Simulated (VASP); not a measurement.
Wanted: the native input for a VASP 6.6.1 run.

- Task: single point
- Functional: PBE
- Potentials or basis: VASP PAW PBE potentials, release 64 (Ba_sv, Si)
- Cutoff: 520 eV
- k mesh: 8 × 8 × 8
- Occupations: gaussian, width 0.05 eV
- Spin: no spin polarisation
- Dipole correction: no
- Further INCAR settings: ALGO = Normal; EDIFF = 1e-06; NBANDS = 19

The structure of BaSi3 lies in POSCAR:

```
BaSi3
1.0
    4.4265741566      0.0000000000      0.0000000000
    0.0000000000      4.4265741566      0.0000000000
    0.0000000000      0.0000000000      4.4265741566
Ba Si
1 3
Direct
    0.0000000000      0.0000000000      0.0000000000
    0.0000000000      0.5000000000      0.5000000000
    0.5000000000      0.5000000000      0.0000000000
    0.5000000000      0.0000000000      0.5000000000
```

This cell differs from its parent crystal: volume scaled by 0.960.

These files were run (other wordings do the same):

INCAR

```
SYSTEM = BaSi3
ALGO = Normal
EDIFF = 1E-6
ENCUT = 520
GGA = PE
ISIF = 2
ISMEAR = 0
LASPH = .TRUE.
LCHARG = .FALSE.
LREAL = .FALSE.
LWAVE = .FALSE.
NBANDS = 19
NELM = 100
PREC = Accurate
SIGMA = 0.05
```

KPOINTS

```
k-points
0
G
  8 8 8
  0 0 0
```

Potentials or basis: VASP PAW PBE potentials, release 64 (Ba_sv, Si).

The run is started by

```console
$ cat potpaw_PBE.64/Ba_sv/POTCAR potpaw_PBE.64/Si/POTCAR > POTCAR
$ mpirun -np 1 vasp_std > vasp.out
```

Results of the run:

```yaml
Pressure: 3.2 GPa
Band_gap_on_the_k_mesh: zero (band 11 reaches 7.39 eV, above the bottom of band 12 at 5.37 eV)
```

Caveat: spin-orbit coupling is left out, which moves the levels of the heavy elements.

Wall time 17 s on 1 thread of Intel(R) Xeon(R) 6975P-C (Granite Rapids), on a shared host, peak memory 0.23 GiB.
